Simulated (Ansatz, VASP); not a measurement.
**InSe: VASP beside Ansatz**

```
In Se
1.0
     5.86790   -2.05500    0.00000
     5.86790    2.05500    0.00000
    -1.59942    0.00000    4.45337
In Se
2 2
Direct
  0.88400 0.88400 0.00500
  0.11600 0.11600 0.99500
  0.66000 0.66000 0.64200
  0.34000 0.34000 0.35800
```

Change from the starting cell: zz strain of +3 %.

Alike in both runs: task single point; functional PBEsol; k mesh 7 × 7 × 6; occupations fermi-dirac, width 0.02 eV; no spin polarisation.

|  | VASP | Ansatz |
| --- | --- | --- |
| version | VASP 6.6.1 | Ansatz 0.2.0 |
| potentials or method | VASP PAW PBE potentials, release 64 (In_d, Se), cutoff 520 eV | all-electron LAPW, scalar-relativistic |

|  | VASP | Ansatz | Ansatz less VASP |
| --- | --- | --- | --- |
| gap on the k mesh at the Fermi level (eV) | 0.91 | 0.91 | +0.005 |
| pressure (GPa) | -1.5 | -1.6 | -0.07 |
| traceless stress, the component that is largest in VASP (GPa) | 2.07 | 2.07 | -0.005 |
| rms of the force components (eV/Å) | 0.386 | 0.390 | +0.0037 |

VASP's potentials were made for PBE, not for PBEsol. Atom by atom the forces differ by 0.008 eV/Å (rms over components). Ansatz ran all-electron here, and VASP with PAW potentials.
